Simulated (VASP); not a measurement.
The system is MgW.

```
Mg W
1.0
     4.68000    0.00000    0.00000
     0.00000    5.66000    0.00000
    -0.02834    0.00000    4.91992
Mg W
2 2
Cartesian
  2.3187 1.8112 3.6899
  2.3329 3.8488 1.2300
  -0.0213 4.6299 3.6899
  -0.0071 1.0301 1.2300
```

```yaml
Program: VASP 6.6.1
Task: relaxation of cell and atoms
Functional: PBE
Potentials_or_basis: VASP PAW PBE potentials, release 64 (Mg, W_sv)
Cutoff: 600 eV
k_mesh: 4 × 4 × 4
Occupations: gaussian, width 0.1 eV
Spin: no spin polarisation
```

At the start: pressure -20.6 GPa; volume 32.58 Å³/atom.

Q: Where does the relaxation end?

A: Over 53 steps the energy falls by 2022.7 meV/atom and the volume is 17.12 Å³/atom (-47.5 %); space group Pmma (No. 51, to 0.1 Å) before, Cmmm (No. 65, to 0.1 Å).

The path:
```csv
step,energy change (eV),largest force (eV/Å),pressure (GPa),volume (Å³)
1,0.0000,2.8074,-20.64,130.32
3,-6.5151,1.3624,-2.51,76.91
5,-6.8209,0.6212,0.17,72.52
7,-6.8554,0.2645,1.46,70.88
9,-6.8730,0.2178,-1.02,72.46
11,-6.8778,0.0649,-0.04,72.18
13,-6.8796,0.0399,-0.05,71.89
15,-6.8798,0.0373,0.00,71.78
17,-6.8811,0.0414,0.00,71.66
19,-6.8846,0.0326,0.18,71.07
21,-6.8880,0.0513,0.23,70.92
23,-6.9322,0.3220,0.46,70.22
25,-7.5530,0.5073,4.30,66.49
27,-7.7731,0.1439,10.13,64.02
29,-7.7807,0.1728,14.45,62.58
31,-7.7693,0.1028,15.31,62.34
33,-7.7696,0.0642,15.53,62.29
35,-7.7700,0.0646,15.45,62.30
37,-7.7732,0.0633,15.41,62.33
39,-7.7856,0.0590,14.96,62.46
41,-7.8326,0.0605,13.50,62.94
43,-7.9765,0.0686,7.99,64.90
45,-8.0762,0.0871,-0.44,68.58
47,-8.0785,0.0844,-0.61,68.69
49,-8.0852,0.0692,0.25,68.48
51,-8.0868,0.0589,0.03,68.53
53,-8.0907,0.0177,0.07,68.48
```

Final structure:
```xyz
4
Lattice="4.7706 0.0000 0.0162 0.0000 3.3211 0.0000 -0.0301 0.0000 4.3219" Properties=species:S:1:pos:R:3 pbc="T T T"
Mg    2.3627    0.8320    3.2495
Mg    2.3778    2.4891    1.0886
W    -0.0226    2.4901    3.2414
W    -0.0075    0.8310    1.0805
```

Caveat: the volume moved by over 15 % at a fixed basis, so the end points are rough.
